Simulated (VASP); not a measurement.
# SrP2H2 (I4/mmm) in VASP: density of states with PBE

Aim: the density of states of SrP2H2 with PBE.

All numbers are computed with VASP 6.6.1; they aren't measurements. Logs are shortened: lines on timing, memory, paths and dates and some standing lists are left out, and cuts for length are marked.

**1. The cell of the first run**

It takes space group I4/mmm (No. 139, tetragonal). Conventional cell: a = 3.663 Å, b = 3.663 Å, c = 11.208 Å, α = 90.00°, β = 90.00°, γ = 90.00°. P (site symmetry 4mm) has 4 H at 2.16 Å within 2.9 Å. Sr (site symmetry 4/mmm) has 10 P at 3.07 to 3.95 Å and 8 H at 3.35 Å and 4 Sr at 3.66 Å within 4.0 Å. H (site symmetry -4m2) has 4 P at 2.16 Å and 4 H at 2.59 Å within 2.9 Å.

**2. Density of states, PBE**

POSCAR

```
SrP2H2
1.0
    0.0000000000      3.6625450000      0.0000000000
    3.6625450000      0.0000000000      0.0000000000
    1.8312720000      1.8312720000     -5.6038680000
P Sr H
2 1 2
Direct
    0.3525000000      0.3525000000      0.2950000000
    0.6475000000      0.6475000000      0.7050000000
    0.0000000000      0.0000000000      0.0000000000
    0.7500000000      0.2500000000      0.5000000000
    0.2500000000      0.7500000000      0.5000000000
```

INCAR.step1

```
SYSTEM = SrP2H2
  PREC = Accurate
  ENCUT = 520
  EDIFF = 1E-6
  ISMEAR = -1
  SIGMA = 0.1064
  LREAL = .FALSE.
  LASPH = .TRUE.
  NELM = 100
  ALGO = Normal
  ISIF = 2
  LWAVE = .FALSE.
  LCHARG = .TRUE.
  GGA = PE
  NBANDS = 19
```

KPOINTS.step1

```
Automatic mesh
0
G
  10 10 10
  0 0 0
```

INCAR.step2

```
SYSTEM = SrP2H2
  PREC = Accurate
  ENCUT = 520
  EDIFF = 1E-6
  ISMEAR = -5
  SIGMA = 0.1064
  LREAL = .FALSE.
  LASPH = .TRUE.
  NELM = 100
  ALGO = Normal
  ISIF = 2
  LWAVE = .FALSE.
  LCHARG = .FALSE.
  GGA = PE
  LORBIT = 11
  NEDOS = 2001
  ICHARG = 11
```

KPOINTS.step2

```
Automatic mesh
0
G
  15 15 15
  0 0 0
```

Potentials or basis: VASP PAW PBE potentials, release 64 (P, Sr_sv, H).

The run is started by

```bash
$ cat potpaw_PBE.64/P/POTCAR potpaw_PBE.64/Sr_sv/POTCAR potpaw_PBE.64/H/POTCAR > POTCAR
$ cp INCAR.step1 INCAR
$ cp KPOINTS.step1 KPOINTS
$ mpirun -np 1 vasp_std > vasp.out
$ cp INCAR.step2 INCAR
$ cp KPOINTS.step2 KPOINTS
$ mpirun -np 1 vasp_std > vasp.out
```

OUTCAR:

```text
SYSTEM = SrP2H2
   PREC = Accurate
   ENCUT = 520
   EDIFF = 1E-6
   ISMEAR = -5
   LREAL = .FALSE.
   LASPH = .TRUE.
   NELM = 100
   ISIF = 2
   GGA = PE
   LORBIT = 11
   ICHARG = 11

 ion  position               nearest neighbor table
   1  0.352  0.352  0.295-   3 3.07   3 3.07   3 3.07   3 3.07   3 3.95
   2  0.648  0.648  0.705-   3 3.07   3 3.07   3 3.07   3 3.07   3 3.95
   3  0.000  0.000  0.000-   1 3.07   2 3.07   2 3.07   2 3.07   1 3.07   1 3.07   2 3.07   1 3.07
                             1 3.95   2 3.95
   4  0.750  0.250  0.500-
   5  0.250  0.750  0.500-

  LATTYP: Found a body centered tetragonal cell.
 ALAT       =     3.6625450000
 C/A-ratio  =     3.0600950978

  Lattice vectors:

 A1 = (  -1.8312720000,   1.8312730000,   5.6038680000)
 A2 = (   1.8312730000,  -1.8312720000,   5.6038680000)
 A3 = (   1.8312720000,   1.8312720000,  -5.6038680000)

Analysis of symmetry for initial positions (statically):
=====================================================================
 Subroutine PRICEL returns:
 Original cell was already a primitive cell.

 Routine SETGRP: Setting up the symmetry group for a
 body centered tetragonal supercell.

 Subroutine GETGRP returns: Found 16 space group operations
 (whereof 16 operations were pure point group operations)
 out of a pool of 16 trial point group operations.

The static configuration has the point symmetry D_4h.

Analysis of symmetry for dynamics (positions and initial velocities):
=====================================================================
 Subroutine PRICEL returns:
 Original cell was already a primitive cell.

 Routine SETGRP: Setting up the symmetry group for a
 body centered tetragonal supercell.

 Subroutine GETGRP returns: Found 16 space group operations
 (whereof 16 operations were pure point group operations)
 out of a pool of 16 trial point group operations.

The dynamic configuration has the point symmetry D_4h.

 Subroutine INISYM returns: Found 16 space group operations
 (whereof 16 operations are pure point group operations),
 and found     1 'primitive' translations

----------------------------------------------------------------------------------------

                                     Primitive cell

  volume of cell :      75.1716

  direct lattice vectors                    reciprocal lattice vectors
[... 118 lines left out ...]
  Thomas-Fermi vector in A             =   2.223068
   LORBIT       =     11    0 simple, 1 ext, 2 COOP (PROOUT), +10 PAW based schemes
   GGA     = PE    functional components
   LHFCALC =     F    Hartree Fock is set to
   AEXX    =    0.0000 exact exchange contribution
   IVDW    =     0    specifies the selected vdW correction
   LEPSILON=     F    determine dielectric tensor
   LRPA    =     F    only Hartree local field effects (RPA)
 non-spin polarized calculation
 Fermi weights with tetrahedron method with Bloechl corrections
  energy-cutoff  :      520.00
  volume of cell :       75.17
 maximum number of plane-waves:      2047

 number of electron      22.0000002 magnetization

 Free energy of the ion-electron system (eV)
  ---------------------------------------------------
  ext. energy  EPLUGINS =         0.00000000
  ---------------------------------------------------
  free energy    TOTEN  =       -17.11645955 eV

  energy without entropy =      -17.11645955  energy(sigma->0) =      -17.11645955

 E-fermi :   4.2710     XC(G=0):  -9.8644

 val. band max:        4.3155086760   @ k =  -0.0667  -0.4000   0.2000
 cond. band min:       4.2193353155   @ k =  -0.1333  -0.3333   0.0667
 fundamental gap:     -0.0961733605
 Fermi energy:         4.2709616349

 k-point     1 :       0.0000    0.0000    0.0000
  band No.  band energies     occupation
      1     -30.3603      2.00000
      2     -12.5591      2.00000
      3     -12.2561      2.00000
      4     -12.2561      2.00000
      5      -7.6165      2.00000
      6      -4.3025      2.00000
      7      -1.0109      2.00000
      8       2.7381      2.00000
      9       3.3606      2.00000
     10       3.3606      2.00000
     11       5.0381      0.00000
     12       5.0381      0.00000
     13       5.5615      0.00000
     14       5.7742      0.00000
[... 401 lines left out ...]
      2     -12.5092      2.00000
      3     -12.4705      2.00000
      4     -12.3332      2.00000
      5      -6.9405      2.00000
      6      -4.5831      2.00000
      7      -0.2844      2.00000
      8       0.4601      2.00000
      9       2.6071      2.00000
     10       3.6185      2.00000
     11       4.0800      1.87280
     12       5.2266      0.00000
     13       5.8484      0.00000
     14       7.5104      0.00000
     15       8.2981      0.00000

 [... further k-points ...]

------------------------ aborting loop because EDIFF is reached ----------------------------------------

  FORCE on cell =-STRESS in cart. coord.  units (eV):
  Direction    XX          YY          ZZ          XY          YZ          ZX
  --------------------------------------------------------------------------------------
  -------------------------------------------------------------------------------------
  Total        0.8116032      0.8116032     -3.1278139     -0.0000000     -0.0000003     -0.0000003
  in kB       17.2981840     17.2981840    -66.6649654     -0.0000000     -0.0000059     -0.0000059
  external PRESSURE =     -10.6895325 kB  Pullay stress =       0.0000000 kB

 VOLUME and BASIS-vectors are now :
 -----------------------------------------------------------------------------
  energy-cutoff  :      520.00
  volume of cell :       75.17
      direct lattice vectors                 reciprocal lattice vectors
     0.000000000  3.662545000  0.000000000     0.000000000  0.273034188  0.089224062
     3.662545000  0.000000000  0.000000000     0.273034188  0.000000000  0.089224062
     1.831272000  1.831272000 -5.603868000     0.000000000  0.000000000 -0.178448172

 POSITION                                       TOTAL-FORCE (eV/Angst)
 -----------------------------------------------------------------------------------
      1.83127      1.83127     -1.65314        -0.000000     -0.000000     -0.889336
      3.66254      3.66254     -3.95073         0.000000      0.000000      0.889336
      0.00000      0.00000      0.00000         0.000000      0.000000      0.000000
      1.83127      3.66254     -2.80193         0.000000      0.000000      0.000000
      3.66254      1.83127     -2.80193        -0.000000     -0.000000      0.000000
 -----------------------------------------------------------------------------------
    total drift:                               -0.000000      0.000000      0.000000

  FREE ENERGIE OF THE ION-ELECTRON SYSTEM (eV)
  ---------------------------------------------------
  free  energy   TOTEN  =       -17.1164595462 eV

  energy  without entropy=      -17.1164595462  energy(sigma->0) =      -17.11645955

 total charge

# of ion       s       p       d       tot
------------------------------------------
    1        1.106   1.304   0.000   2.410
    2        1.106   1.304   0.000   2.410
    3        2.027   5.776   0.281   8.084
    4        0.370   0.016   0.000   0.386
    5        0.370   0.016   0.000   0.386
--------------------------------------------------
tot          4.977   8.416   0.281  13.674
```

Wall time 2.8 min (1 thread of AMD EPYC 9R14 (Zen 4), shared host); peak memory 0.43 GiB.

Results:

- Valence electrons inside the program's atomic spheres: P 2.41; Sr 8.08; H 0.39

Caveat: tetrahedron occupations give inexact forces and stress in metals.
